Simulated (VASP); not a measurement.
# Mg2CdTe4: single point with r2SCAN

Mg2CdTe4:

```
Mg Cd Te
1.0
     0.00000    6.03504    0.00000
     6.03504    0.00000    0.00000
     3.01752    3.01752   -6.03406
Mg Cd Te
2 1 4
Direct
  0.75000 0.25000 0.50000
  0.50000 0.50000 0.00000
  0.00000 0.00000 0.00000
  0.36500 0.40500 0.73000
  0.59500 0.09500 0.27000
  0.90500 0.86500 0.73000
  0.13500 0.63500 0.27000
```

```json
{
  "Program": "VASP 6.6.1",
  "Task": "single point",
  "Functional": "r2SCAN",
  "Potentials or basis": "VASP PAW PBE potentials, release 64 (Mg, Cd, Te)",
  "Cutoff": "520 eV",
  "k mesh": "5 × 5 × 5",
  "Occupations": "methfessel-paxton, width 0.0422 eV",
  "Spin": "no spin polarisation",
  "Dipole correction": "no",
  "Further INCAR settings": "ALGO = Normal; EDIFF = 1e-06; NBANDS = 29"
}
```

The pressure is 4.8 GPa. The largest force is 0.767 eV/Å and the band gap on the k mesh is zero (band 20 reaches 3.33 eV, above the bottom of band 21 at 2.57 eV).

Forces on the atoms (eV/Å):
```
Mg   0.000  0.000  0.000
Mg   0.000  0.000  0.000
Cd   0.000  0.000  0.000
Te   0.556 -0.243  0.469
Te  -0.243 -0.556 -0.469
Te  -0.556  0.243  0.469
Te   0.243  0.556 -0.469
```

Levels at points of the mesh, in eV from the Fermi level:
```
           k point  band 16  band 17  band 18  band 19  band 20  band 21  band 22  band 23  band 24  band 25
(0.00, 0.00, 0.00)    -1.85    -1.35    -1.35     0.42     0.53     0.53     3.37     3.52     4.31     5.43
```

Wall time 4 min on 1 thread of Intel(R) Xeon(R) 6975P-C (Granite Rapids), on a shared host, peak memory 0.46 GiB.

Caveat: the PAW data sets were made with another functional, which shifts forces and pressure a little; spin-orbit coupling is left out, which moves the levels of the heavy elements.
